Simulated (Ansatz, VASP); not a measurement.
# One calculation of Al2Cu, two programs

```
Al Cu
1.0
    -2.96655    2.96655    2.36555
     2.96655   -2.96655    2.36555
     2.96655    2.96655   -2.36555
Al Cu
4 2
Direct
  0.15932 0.65932 0.81864
  0.65932 0.84068 0.50000
  0.84068 0.34068 0.18136
  0.34068 0.15932 0.50000
  0.75000 0.75000 0.00000
  0.25000 0.25000 0.00000
```

Alike in both runs: task single point; functional PBEsol; k mesh 10 × 10 × 10; occupations gaussian, width 0.15 eV; no spin polarisation.

|  | VASP | Ansatz |
| --- | --- | --- |
| version | VASP 6.6.1 | Ansatz 0.2.0 |
| potentials or method | VASP PAW PBE potentials, release 64 (Al, Cu), cutoff 520 eV | scalar-relativistic, plane waves, PAW |
| valence electrons in the cell | 34 | 50 |

```tsv
	VASP	Ansatz	Ansatz less VASP
gap on the k mesh at the Fermi level (eV)	none	none	-
pressure (GPa)	4.8	4.9	+0.09
traceless stress, the component that is largest in VASP (GPa)	1.06	1.04	-0.020
rms of the force components (eV/Å)	0.032	0.031	-0.0007
```

VASP's potentials were made for PBE, not for PBEsol, and Ansatz warns of the same on its side. Atom by atom the forces differ by 0.001 eV/Å (rms over components). A gap of «none» marks a metal or a gap that the smearing closes. The functional is the same, so the differences come from potentials, cutoffs and numerics. VASP's potentials hold 34 valence electrons a cell and Ansatz's 50, so a difference there can come from the potentials and not from the codes.
